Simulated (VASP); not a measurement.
**NiSb (Breithauptite): single point with PBE**

NiSb (Breithauptite):

```
Sb Ni
1.0
     3.92800    0.00000    0.00000
    -1.96400    3.40175    0.00000
     0.00000    0.00000    5.12000
Sb Ni
2 2
Direct
  0.66667 0.33333 0.75000
  0.33333 0.66667 0.25000
  0.00000 0.00000 0.50000
  0.00000 0.00000 0.00000
```

- Program: VASP 6.6.1
- Task: single point
- Functional: PBE
- Potentials or basis: VASP PAW PBE potentials, release 64 (Sb, Ni)
- Cutoff: 520 eV
- k mesh: 8 × 8 × 5
- Occupations: fermi-dirac, width 0.05 eV
- Spin: collinear spin, ferromagnetic start
- Starting moments: [0.0, 0.0, 1.0, 1.0] μB
- Dipole correction: no
- Further INCAR settings: ALGO = Normal; EDIFF = 1e-06; NBANDS = 27

```json
{
  "Pressure": "3.7 GPa",
  "Band gap on the k mesh": "zero (filled and empty bands overlap)",
  "Net moment": "0.00 μB per cell",
  "Valence electrons inside the program's atomic spheres": "Sb 2.43; Ni 9.40"
}
```

Stress tensor (GPa, compression positive):
```
3.84 0.00 0.00
0.00 3.84 0.00
0.00 0.00 3.34
```

Levels at points of the mesh, in eV from the Fermi level:
Spin up:
```
           k point  band 13  band 14  band 15  band 16  band 17  band 18
(0.00, 0.00, 0.00)    -0.01     0.63     0.63     2.52     2.52     3.18
(0.50, 0.00, 0.00)    -1.58    -1.38    -1.31    -0.33     1.17     3.47
```
Spin down:
```csv
k point,band 11,band 12,band 13,band 14,band 15,band 16,band 17,band 18,band 19,band 20
"(0.00, 0.00, 0.00)",-1.32,-1.32,-0.01,0.63,0.63,2.52,2.52,3.18,4.09,5.38
"(0.50, 0.00, 0.00)",-2.08,-1.85,-1.58,-1.38,-1.31,-0.33,1.17,3.47,4.03,5.39
```

Wall time 120 s on 1 thread of Intel(R) Xeon(R) Platinum 8259CL CPU @ 2.50GHz (Skylake/Cascade Lake) (shared host), peak memory 0.26 GiB.

Caveat: spin-orbit coupling is left out, which moves the levels of the heavy elements.
